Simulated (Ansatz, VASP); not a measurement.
# SiC: VASP beside Ansatz

```xyz
4
Lattice="3.0554 0.0000 0.0000 -1.5277 2.6460 0.0000 0.0000 0.0000 5.0141" Properties=species:S:1:pos:R:3 pbc="T T T"
Si    1.5277    0.8820    2.5071
Si    0.0000    1.7640    0.0000
C     1.5277    0.8820    4.4375
C     0.0000    1.7640    1.9304
```

Alike in both runs: task single point; functional r2SCAN; dispersion D4; k mesh 10 × 10 × 5; occupations fermi-dirac, width 0.05 eV; no spin polarisation.

|  | VASP | Ansatz |
| --- | --- | --- |
| version | VASP 6.6.1 | Ansatz 0.2.0 |
| potentials or method | VASP PAW PBE potentials, release 64 (Si, C) | Ansatz PAW |
| plane-wave cutoff (eV) | 520 | 500 |
| valence electrons in the cell | 16 | 16 |

Ansatz gave:

* gap on the k mesh at the Fermi level (eV): 2.83
* least direct gap on the mesh (eV): 4.63
* pressure (GPa): 3.4
* traceless stress, the component that is largest in VASP (GPa): -3.30
* rms of the force components (eV/Å): 0.462

Problem. What did VASP give for the same quantities?

Solution. gap on the k mesh at the Fermi level (eV): 2.83; least direct gap on the mesh (eV): 4.64; pressure (GPa): 3.2; traceless stress, the component that is largest in VASP (GPa): -3.25; rms of the force components (eV/Å): 0.461.

VASP's potentials were made for PBE, not for r2SCAN. Atom by atom the forces differ by 0.001 eV/Å (rms over components).

Noted on Ansatz's run: odd divisions of the mesh miss points on the zone boundary, where band edges often lie, so the gap on the mesh can be too wide.
